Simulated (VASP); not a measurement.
Wanted: the native input for a VASP 6.6.1 run.

- Task: single point
- Functional: PBEsol
- Dispersion: D3(BJ)
- Potentials or basis: VASP PAW PBE potentials, release 64 (Mn_pv, S)
- Cutoff: 520 eV
- k mesh: 9 × 9 × 9
- Occupations: methfessel-paxton, width 0.1 eV
- Spin: collinear spin, ferromagnetic start
- Starting moments: [1.64, 0.0] μB
- Dipole correction: no
- Further INCAR settings: ALGO = Normal; EDIFF = 1e-06; NBANDS = 20

The structure of MnS lies in POSCAR:

```
MnS
1.0
    0.0000000000      2.4734634191      2.4734634191
    2.4734634191      0.0000000000      2.4734634191
    2.4734634191      2.4734634191      0.0000000000
Mn S
1 1
Direct
    0.0000000000      0.0000000000      0.0000000000
    0.7500000000      0.7500000000      0.7500000000
```

One way to write it, as run:

INCAR

```
PREC     = Accurate       # precision mode
ENCUT    = 520            # plane-wave cutoff, eV
EDIFF    = 1E-6           # SCF threshold, eV
ISMEAR   = 1              # smearing method
SIGMA    = 0.1            # smearing width, eV
LREAL    = False          # projectors in reciprocal space
LASPH    = True           # aspherical terms in the spheres
NELM     = 150            # most SCF steps
ALGO     = Normal         # electronic algorithm
ISIF     = 2              # what is computed and relaxed
LWAVE    = False          # write WAVECAR
LCHARG   = True           # write CHGCAR
ISPIN    = 2              # spin polarisation
MAGMOM   = 1.64 0         # initial moments
LORBIT   = 11             # projections on sites
LMAXMIX  = 4              # l up to which the mixer works
GGA      = PS             # functional
IVDW     = 12             # dispersion correction
LELF     = True           # ELF
LVHAR    = True         
NBANDS   = 20             # bands
```

KPOINTS

```
Automatic mesh
0
Gamma
  9 9 9
```

Potentials or basis: VASP PAW PBE potentials, release 64 (Mn_pv, S).

Command:

```console
$ cat potpaw_PBE.64/Mn_pv/POTCAR potpaw_PBE.64/S/POTCAR > POTCAR
$ mpirun -np 1 vasp_std > vasp.out
```

Results of the run:

```
Pressure                                              : -7.3 GPa
Net moment                                            : 0.26 μB per cell
Site moments                                          : Mn +0.25; S -0.01 μB
Valence electrons inside the program's atomic spheres : Mn 12.04; S 3.72
Dispersion energy per atom                            : -0.416 eV
```

Caveat: the cell stands under tension; the PAW data sets were made with another functional, which shifts forces and pressure a little.

Run time: 84 s on 1 thread of Intel Xeon 8259CL, with other jobs on the host, peak memory 0.2 GiB.
